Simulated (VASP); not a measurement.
# K3SBr (Pm-3m) in VASP: further runs

The runs below take K3SBr through single point, with r2SCAN.

Everything below comes from runs of VASP 6.6.1. Logs are shortened: lines on timing, memory, paths and dates and some standing lists are left out, and cuts for length are marked.

## (1) The cell of the first run

Symmetry: Pm-3m, No. 221, cubic system. The conventional cell has a = 5.955 Å, b = 5.955 Å, c = 5.955 Å, α = 90.00°, β = 90.00°, γ = 90.00°. Within 5.5 Å of Br (site symmetry m-3m) lie 12 K at 4.21 Å and 8 S at 5.16 Å. Within 3.9 Å of S (site symmetry m-3m) lie 6 K at 2.98 Å. Within 3.9 Å of K (site symmetry 4/mmm) lie 2 S at 2.98 Å.

## (2) Single point, r2SCAN

The input, POSCAR:

```
K3SBr
1.0
    5.9551474468      0.0000000000      0.0000000000
    0.0000000000      5.9551474468      0.0000000000
    0.0000000000      0.0000000000      5.9551474468
Br S K
1 1 3
Direct
    0.0000000000      0.0000000000      0.0000000000
    0.5000000000      0.5000000000      0.5000000000
    0.5000000000      0.5000000000      0.0000000000
    0.5000000000      0.0000000000      0.5000000000
    0.0000000000      0.5000000000      0.5000000000
```

The input, INCAR.step1:

```
SYSTEM = K3SBr
PREC = Accurate
ENCUT = 520
ISMEAR = 0
SIGMA = 0.01
LREAL = .False.
LASPH = .True.
NELM = 100
NBANDS = 28
GGA = PE
ALGO = Normal
EDIFF = 1E-4
LWAVE = .True.
LCHARG = .False.
```

The input, INCAR.step2:

```
SYSTEM = K3SBr
PREC = Accurate
ENCUT = 520
EDIFF = 1E-6
ISMEAR = 0
SIGMA = 0.01
LREAL = .False.
LASPH = .True.
NELM = 100
ALGO = Normal
ISIF = 2
LWAVE = .False.
LCHARG = .False.
METAGGA = R2SCAN
LMIXTAU = .True.
NBANDS = 28
ISTART = 1
```

The input, KPOINTS:

```
regular mesh
0
Gamma
  4 4 4
  0 0 0
```

Potentials or basis: VASP PAW PBE potentials, release 64 (Br, S, K_sv).

Started as:

```
$ cat potpaw_PBE.64/Br/POTCAR potpaw_PBE.64/S/POTCAR potpaw_PBE.64/K_sv/POTCAR > POTCAR
$ cp INCAR.step1 INCAR
$ mpirun -np 1 vasp_std > vasp.out
$ cp INCAR.step2 INCAR
$ mpirun -np 1 vasp_std > vasp.out
```

OUTCAR:

```text
SYSTEM = K3SBr
   PREC = Accurate
   ENCUT = 520
   EDIFF = 1E-6
   ISMEAR = 0
   LREAL = .False.
   LASPH = .True.
   NELM = 100
   ISIF = 2
   METAGGA = R2SCAN
   ISTART = 1

 ion  position               nearest neighbor table
   1  0.000  0.000  0.000-
   2  0.500  0.500  0.500-   3 2.98   4 2.98   5 2.98   3 2.98   4 2.98   5 2.98
   3  0.500  0.500  0.000-   2 2.98   2 2.98
   4  0.500  0.000  0.500-   2 2.98   2 2.98
   5  0.000  0.500  0.500-   2 2.98   2 2.98

  LATTYP: Found a simple cubic cell.
 ALAT       =     5.9551474468

  Lattice vectors:

 A1 = (   5.9551474468,   0.0000000000,   0.0000000000)
 A2 = (   0.0000000000,   5.9551474468,   0.0000000000)
 A3 = (   0.0000000000,   0.0000000000,   5.9551474468)

Analysis of symmetry for initial positions (statically):
=====================================================================
 Subroutine PRICEL returns:
 Original cell was already a primitive cell.

 Routine SETGRP: Setting up the symmetry group for a
 simple cubic supercell.

 Subroutine GETGRP returns: Found 48 space group operations
 (whereof 48 operations were pure point group operations)
 out of a pool of 48 trial point group operations.

The static configuration has the point symmetry O_h .

Analysis of symmetry for dynamics (positions and initial velocities):
=====================================================================
 Subroutine PRICEL returns:
 Original cell was already a primitive cell.

 Routine SETGRP: Setting up the symmetry group for a
 simple cubic supercell.

 Subroutine GETGRP returns: Found 48 space group operations
 (whereof 48 operations were pure point group operations)
 out of a pool of 48 trial point group operations.

The dynamic configuration has the point symmetry O_h .

 Subroutine INISYM returns: Found 48 space group operations
 (whereof 48 operations are pure point group operations),
 and found     1 'primitive' translations

----------------------------------------------------------------------------------------

                                     Primitive cell

  volume of cell :     211.1920

  direct lattice vectors                    reciprocal lattice vectors
     5.955147447  0.000000000  0.000000000     0.167921955  0.000000000  0.000000000
     0.000000000  5.955147447  0.000000000     0.000000000  0.167921955  0.000000000
     0.000000000  0.000000000  5.955147447     0.000000000  0.000000000  0.167921955

  length of vectors
     5.955147447  5.955147447  5.955147447     0.167921955  0.167921955  0.167921955

  position of ions in fractional coordinates (direct lattice)
     0.000000000  0.000000000  0.000000000
     0.500000000  0.500000000  0.500000000
     0.500000000  0.500000000  0.000000000
     0.500000000  0.000000000  0.500000000
     0.000000000  0.500000000  0.500000000

  ion indices of the primitive-cell ions
   primitive index   ion index
                 1           1
                 2           2
                 3           3
                 4           4
                 5           5

----------------------------------------------------------------------------------------

 KPOINTS: regular mesh

Automatic generation of k-mesh.
 Grid dimensions read from file:
 generate k-points for:    4    4    4

 Generating k-lattice:

  Cartesian coordinates                     Fractional coordinates (reciprocal lattice)
     0.041980489  0.000000000  0.000000000     0.250000000  0.000000000  0.000000000
     0.000000000  0.041980489  0.000000000     0.000000000  0.250000000  0.000000000
     0.000000000  0.000000000  0.041980489     0.000000000  0.000000000  0.250000000

  Length of vectors
     0.041980489  0.041980489  0.041980489

  Shift w.r.t. Gamma in fractional coordinates (k-lattice)
     0.000000000  0.000000000  0.000000000

 Subroutine IBZKPT returns following result:
 ===========================================

 Found     10 irreducible k-points:

 Following reciprocal coordinates:
            Coordinates               Weight
  0.000000  0.000000  0.000000      1.000000
  0.250000  0.000000  0.000000      6.000000
  0.500000  0.000000  0.000000      3.000000
  0.250000  0.250000  0.000000     12.000000
  0.500000  0.250000  0.000000     12.000000
  0.500000  0.500000  0.000000      3.000000
  0.250000  0.250000  0.250000      8.000000
  0.500000  0.250000  0.250000     12.000000
  0.500000  0.500000  0.250000      6.000000
  0.500000  0.500000  0.500000      1.000000
   k-points           NKPTS =     10   k-points in BZ     NKDIM =     10   number of bands    NBANDS=     28
   number of dos      NEDOS =    301   number of ions     NIONS =      5
   total plane-waves  NPLWV = 110592
   dimension x,y,z NGX =    48 NGY =   48 NGZ =   48
   dimension x,y,z NGXF=    96 NGYF=   96 NGZF=   96
   ions per type =               1   1   3
   NGX,Y,Z   is equivalent  to a cutoff of  13.40, 13.40, 13.40 a.u.
   NGXF,Y,Z  is equivalent  to a cutoff of  26.80, 26.80, 26.80 a.u.
 SYSTEM =  K3SBr
   PREC   = accura    normal or accurate (medium, high low for compatibility)
   ISTART =      1    job   : 0-new  1-cont  2-samecut
   ICHARG =      0    charge: 1-file 2-atom 10-const
   ISPIN  =      1    spin polarized calculation?
   LNONCOLLINEAR =      F non collinear calculations
   LSORBIT =      F    spin-orbit coupling
   LASPH  =      T    aspherical Exc in radial PAW
   ENCUT  =  520.0 eV  38.22 Ry    6.18 a.u.  11.07 11.07 11.07*2*pi/ulx,y,z
   NELM   =    100;   NELMIN=  2; NELMDL=  0     # of ELM steps
   EDIFF  = 0.1E-05   stopping-criterion for ELM
   LREAL  =      F    real-space projection
   EDIFFG = 0.1E-04   stopping-criterion for IOM
   NSW    =      0    number of steps for IOM
   IBRION =     -1    ionic relax: 0-MD 1-quasi-New 2-CG
   NFREE  =      0    steps in history (QN), initial steepest desc. (CG)
   ISIF   =      2    stress and relaxation
   ISYM   =      2    0-nonsym 1-usesym 2-fastsym
   POTIM  = 0.5000    time-step for ionic-motion
   TEBEG  =    0.0;   TEEND  =   0.0 temperature during run
   PSTRESS=    0.0 pullay stress
   NELECT =      40.0000    total number of electrons
   NUPDOWN=      -1.0000    fix difference up-down
   EMIN   =  10.00;   EMAX   =-10.00  energy-range for DOS
   EFERMI =   0.00;   METHOD = LEGACY
   ISMEAR =     0;   SIGMA  =   0.01  broadening in eV -4-tet -1-fermi 0-gaus
   EFERMI_NEDOS =   21; number of points for ismear=-14 and -15
   IALGO  =     38    algorithm
   IMIX   =      4    mixing-type and parameters
     AMIX     =   0.40;   BMIX     =  1.00
     AMIX_MAG =   1.60;   BMIX_MAG =  1.00
  volume/ion in A,a.u.               =      42.24       285.04
  Fermi-wavevector in a.u.,A,eV,Ry     =   0.940161  1.776647 12.026231  0.883903
  Thomas-Fermi vector in A             =   2.067545
   LORBIT       =      0    0 simple, 1 ext, 2 COOP (PROOUT), +10 PAW based schemes
   METAGGA = R2SCAN    functional components
   LHFCALC =     F    Hartree Fock is set to
   AEXX    =    0.0000 exact exchange contribution
   IVDW    =     0    specifies the selected vdW correction
   LEPSILON=     F    determine dielectric tensor
   LRPA    =     F    only Hartree local field effects (RPA)
 non-spin polarized calculation
 Gauss-broadening in eV      SIGMA  =   0.01
  energy-cutoff  :      520.00
  volume of cell :      211.19
 maximum number of plane-waves:      5716
 NGX is ok and might be reduce to    48
   NGX = 23   NGY = 23   NGZ = 23

 number of electron      39.9999994 magnetization

 Free energy of the ion-electron system (eV)
  ---------------------------------------------------
  ext. energy  EPLUGINS =         0.00000000
  ---------------------------------------------------
  free energy    TOTEN  =       -46.23214590 eV

  energy without entropy =      -46.23214590  energy(sigma->0) =      -46.23214590

 E-fermi :  -0.8201     XC(G=0):  -6.8367

 val. band max:       -0.8670727312   @ k =   0.0000   0.0000   0.0000
 cond. band min:       1.2796627278   @ k =   0.0000   0.0000   0.0000
 fundamental gap:      2.1467354590
 Fermi energy:        -0.8201402841

 k-point     1 :       0.0000    0.0000    0.0000
  band No.  band energies     occupation
      1     -31.8251      2.00000
      2     -31.8066      2.00000
      3     -31.8066      2.00000
      4     -15.0862      2.00000
      5     -14.6640      2.00000
      6     -14.6640      2.00000
[... 20 lines left out ...]
     27       6.9876      0.00000
     28       6.9877      0.00000

 k-point     2 :       0.2500    0.0000    0.0000
  band No.  band energies     occupation
      1     -31.8227      2.00000
      2     -31.8089      2.00000
      3     -31.8066      2.00000
      4     -15.0944      2.00000
      5     -14.6553      2.00000
      6     -14.6553      2.00000
[... 20 lines left out ...]
     27       6.0146      0.00000
     28       6.5376      0.00000

 k-point     3 :       0.5000    0.0000    0.0000
  band No.  band energies     occupation
      1     -31.8189      2.00000
      2     -31.8125      2.00000
      3     -31.8066      2.00000
      4     -15.1022      2.00000
      5     -14.6422      2.00000
      6     -14.6422      2.00000
[... 20 lines left out ...]
     27       5.7827      0.00000
     28       6.0448      0.00000

 k-point     4 :       0.2500    0.2500    0.0000
  band No.  band energies     occupation
      1     -31.8206      2.00000
      2     -31.8095      2.00000
      3     -31.8079      2.00000
      4     -15.0982      2.00000
      5     -14.6569      2.00000
      6     -14.6478      2.00000
[... 144 lines left out ...]
     27       5.6375      0.00000
     28       5.7676      0.00000

 k-point     9 :       0.5000    0.5000    0.2500
  band No.  band energies     occupation
      1     -31.8126      2.00000
      2     -31.8125      2.00000
      3     -31.8125      2.00000
      4     -15.0912      2.00000
      5     -14.7383      2.00000
      6     -14.6752      2.00000
[... 20 lines left out ...]
     27       5.4137      0.00000
     28       6.1561      0.00000

 k-point    10 :       0.5000    0.5000    0.5000
  band No.  band energies     occupation
      1     -31.8125      2.00000
      2     -31.8125      2.00000
      3     -31.8125      2.00000
      4     -15.0800      2.00000
      5     -14.7994      2.00000
      6     -14.6868      2.00000
[... 20 lines left out ...]
     27       4.7078      0.00000
     28       6.4776      0.00000

------------------------ aborting loop because EDIFF is reached ----------------------------------------

  FORCE on cell =-STRESS in cart. coord.  units (eV):
  Direction    XX          YY          ZZ          XY          YZ          ZX
  --------------------------------------------------------------------------------------
  -------------------------------------------------------------------------------------
  Total        0.0213797      0.0213797      0.0213797      0.0000000     -0.0000000      0.0000000
  in kB        0.1621936      0.1621936      0.1621936      0.0000000     -0.0000000      0.0000000
  external PRESSURE =       0.1621936 kB  Pullay stress =       0.0000000 kB

 VOLUME and BASIS-vectors are now :
 -----------------------------------------------------------------------------
  energy-cutoff  :      520.00
  volume of cell :      211.19
      direct lattice vectors                 reciprocal lattice vectors
     5.955147447  0.000000000  0.000000000     0.167921955  0.000000000  0.000000000
     0.000000000  5.955147447  0.000000000     0.000000000  0.167921955  0.000000000
     0.000000000  0.000000000  5.955147447     0.000000000  0.000000000  0.167921955

 POSITION                                       TOTAL-FORCE (eV/Angst)
 -----------------------------------------------------------------------------------
      0.00000      0.00000      0.00000         0.000000      0.000000      0.000000
      2.97757      2.97757      2.97757         0.000000      0.000000      0.000000
      2.97757      2.97757      0.00000         0.000000      0.000000      0.000000
      2.97757      0.00000      2.97757         0.000000      0.000000      0.000000
      0.00000      2.97757      2.97757         0.000000      0.000000      0.000000
 -----------------------------------------------------------------------------------
    total drift:                                0.000000      0.000000     -0.000000

  FREE ENERGIE OF THE ION-ELECTRON SYSTEM (eV)
  ---------------------------------------------------
  free  energy   TOTEN  =       -46.2321458985 eV

  energy  without entropy=      -46.2321458985  energy(sigma->0) =      -46.23214590
```

It took 2.5 min on 1 thread of Intel Xeon 6975P-C (Granite Rapids), shared host; peak memory 0.39 GiB.

Results:

| Property | Result |
| --- | --- |
| Free energy | -46.2321 eV |
| Pressure | 0.0 GPa |
| Band gap on the k mesh | 2.15 eV |

Levels at points of the mesh, in eV from the valence-band top:
```tsv
k point	band 17	band 18	band 19	band 20	band 21	band 22	band 23	band 24
(0.00, 0.00, 0.00)	-2.02	0.00	0.00	0.00	2.15	4.28	4.28	5.26
(0.50, 0.00, 0.00)	-2.02	-0.72	-0.09	-0.09	3.52	4.11	4.99	5.68
(0.50, 0.50, 0.00)	-2.02	-0.68	-0.68	-0.14	4.11	4.78	5.15	5.15
(0.50, 0.50, 0.50)	-2.11	-0.81	-0.81	-0.81	5.15	5.21	5.21	5.21
```

Caveat: the PAW data sets were made with another functional, which shifts forces and pressure a little.

## (3) Single point, r2SCAN

POSCAR is that of step 2.

The input, INCAR.step1:

```
PREC     = Accurate       # precision mode
ENCUT    = 520            # plane-wave cutoff, eV
ISMEAR   = 0              # smearing method
SIGMA    = 0.01           # smearing width, eV
LREAL    = False          # projectors in reciprocal space
LASPH    = True           # aspherical terms in the spheres
NELM     = 80             # most SCF steps
NBANDS   = 28             # bands
GGA      = PE             # functional
ALGO     = Normal         # electronic algorithm
EDIFF    = 1E-4           # SCF threshold, eV
LWAVE    = True           # write WAVECAR
LCHARG   = False          # write CHGCAR
```

The input, INCAR.step2:

```
PREC     = Accurate       # precision mode
ENCUT    = 520            # plane-wave cutoff, eV
EDIFF    = 1E-6           # SCF threshold, eV
ISMEAR   = 0              # smearing method
SIGMA    = 0.01           # smearing width, eV
LREAL    = False          # projectors in reciprocal space
LASPH    = True           # aspherical terms in the spheres
NELM     = 80             # most SCF steps
ALGO     = Normal         # electronic algorithm
ISIF     = 2              # what is computed and relaxed
LWAVE    = False          # write WAVECAR
LCHARG   = True           # write CHGCAR
METAGGA  = R2SCAN         # meta-GGA
LMIXTAU  = True         
LELF     = True           # ELF
LVHAR    = True         
NBANDS   = 28             # bands
ISTART   = 1
```

The input, KPOINTS:

```
Automatic mesh
0
Gamma
  4 4 4
```

Potentials or basis: VASP PAW PBE potentials, release 64 (Br, S, K_sv).

Started as:

```
$ cat potpaw_PBE.64/Br/POTCAR potpaw_PBE.64/S/POTCAR potpaw_PBE.64/K_sv/POTCAR > POTCAR
$ cp INCAR.step1 INCAR
$ mpirun -np 1 vasp_std > vasp.out
$ cp INCAR.step2 INCAR
$ mpirun -np 1 vasp_std > vasp.out
```

It took 2.5 min on 1 thread of Intel Xeon 6975P-C (Granite Rapids), shared host; peak memory 0.39 GiB.

It converged, with:

```yaml
Free_energy: -46.2321 eV
Pressure: 0.0 GPa
Band_gap_on_the_k_mesh: 2.15 eV
```

Levels at points of the mesh, in eV from the valence-band top:
| k point | band 18 | band 19 | band 20 | band 21 | band 22 | band 23 |
| --- | --- | --- | --- | --- | --- | --- |
| (0.00, 0.00, 0.00) | 0.00 | 0.00 | 0.00 | 2.15 | 4.28 | 4.28 |
| (0.50, 0.00, 0.00) | -0.72 | -0.09 | -0.09 | 3.52 | 4.11 | 4.99 |
| (0.50, 0.50, 0.00) | -0.68 | -0.68 | -0.14 | 4.11 | 4.78 | 5.15 |
| (0.50, 0.50, 0.50) | -0.81 | -0.81 | -0.81 | 5.15 | 5.21 | 5.21 |

Caveat: the PAW data sets were made with another functional, which shifts forces and pressure a little.
